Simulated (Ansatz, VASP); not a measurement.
One calculation of Ga3F2, two programs

```
Ga F
1.0
     3.01345    0.00000    0.00000
    -1.50673    2.60973    0.00000
     0.00000    0.00000    9.87404
Ga F
3 2
Cartesian
  0.0000 0.0000 0.0000
  0.0000 1.7398 6.1826
  1.5067 0.8699 3.6915
  0.0000 1.7398 1.9644
  1.5067 0.8699 7.9097
```

Alike in both runs: task relaxation of cell and atoms; functional PBE; k mesh 12 × 12 × 4; occupations gaussian, width 0.1 eV; no spin polarisation.

|  | VASP | Ansatz |
| --- | --- | --- |
| version | VASP 6.6.1 | Ansatz 0.2.0 |
| potentials or method | VASP PAW PBE potentials, release 64 (Ga_d, F), cutoff 600 eV | scalar-relativistic, plane waves, PAW |
| valence electrons in the cell | 53 | 53 |

VASP gave:

```
gap on the k mesh at the Fermi level, each at its own relaxed structure (eV) : none
relaxed volume (Å³/atom)                                                     : 16.01
relaxed cell length with the largest relative difference (Å)                 : 10.412
```

Which values does Ansatz return?

gap on the k mesh at the Fermi level, each at its own relaxed structure (eV): none; relaxed volume (Å³/atom): 16.24; relaxed cell length with the largest relative difference (Å): 10.486.

A gap of «none» marks a metal or a gap that the smearing closes.
